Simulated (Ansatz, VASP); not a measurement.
**One calculation of TiAl, two programs**

```
Ti Al
1.0
     3.21440    0.00000    0.00000
     0.00000    3.21440    0.00000
     0.00000    0.00000    3.21440
Ti Al
1 1
Direct
  0.00000 0.00000 0.00000
  0.50000 0.50000 0.50000
```

Alike in both runs: functional r2SCAN; k mesh 18 × 18 × 18; occupations gaussian, width 0.1 eV; no spin polarisation; Hubbard terms Ti d U = 4.0 eV.

Ansatz relaxed the structure, and its values are those at the end. VASP's run is a single point on that final structure, the one shown.

|  | VASP | Ansatz |
| --- | --- | --- |
| version | VASP 6.6.1 | Ansatz 0.2.0 |
| potentials or method | VASP PAW PBE potentials, release 64 (Ti_sv, Al), cutoff 550 eV | scalar-relativistic, plane waves, PAW |
| valence electrons in the cell | 15 | 15 |

```tsv
	VASP	Ansatz	Ansatz less VASP
gap on the k mesh at the Fermi level (eV)	none	none	-
pressure (GPa)	-0.1	0.0	+0.15
```

VASP's potentials were made for PBE, not for r2SCAN. The programs project onto different local orbitals, so the same U acts differently, and such runs can settle in different states. A gap of «none» marks a metal or a gap that the smearing closes. Ansatz's warnings: filled band counts differ across k points.
